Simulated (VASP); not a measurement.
Crystal: CdSe (Cadmoselite).

```xyz
4
Lattice="4.3834 0.0000 0.0000 -2.1917 3.7961 0.0000 0.0000 0.0000 7.1535" Properties=species:S:1:pos:R:3 pbc="T T T"
Cd    0.0000    2.5307    0.0328
Cd    2.1917    1.2654    3.6095
Se    0.0000    2.5307    2.7213
Se    2.1917    1.2654    6.2981
```

```yaml
Program: VASP 6.6.1
Task: relaxation of cell and atoms
Functional: LDA
Potentials_or_basis: VASP PAW LDA potentials, release 64 (Cd, Se)
Cutoff: 600 eV
k_mesh: 6 × 6 × 4
Occupations: fermi-dirac, width 0.02 eV
Spin: no spin polarisation
```

At the start: pressure -4.0 GPa; volume 29.76 Å³/atom.

Task: How do energy, volume and symmetry change on relaxing?

Result: Over 10 steps the energy falls by 33.2 meV/atom and the volume is 27.32 Å³/atom (-8.2 %); space group P6_3mc (No. 186, to 0.05 Å).

Step by step:
```
step  energy change (eV)  largest force (eV/Å)  pressure (GPa)  volume (Å³)
   1              0.0000                0.0013           -4.03       119.03
   2             -0.1201                0.0120            1.53       106.61
   3             -0.1327                0.0084            0.01       109.29
   4             -0.1326                0.0082           -0.09       109.48
   5             -0.1326                0.0029           -0.09       109.48
   6             -0.1326                0.0016           -0.09       109.47
   7             -0.1326                0.0009           -0.09       109.44
   8             -0.1327                0.0000           -0.03       109.36
   9             -0.1327                0.0018            0.05       109.20
  10             -0.1327                0.0008            0.00       109.29
```

Final structure:
```yaml
crystal:
  lattice:
    - [4.26062, 0.00000, 0.00000]
    - [-2.13031, 3.68981, 0.00000]
    - [0.00000, 0.00000, 6.95219]
  atoms:
    - { symbol: Cd, position: [0.33333, 0.66667, 0.00468] }
    - { symbol: Cd, position: [0.66667, 0.33333, 0.50468] }
    - { symbol: Se, position: [0.33333, 0.66667, 0.38032] }
    - { symbol: Se, position: [0.66667, 0.33333, 0.88032] }
```
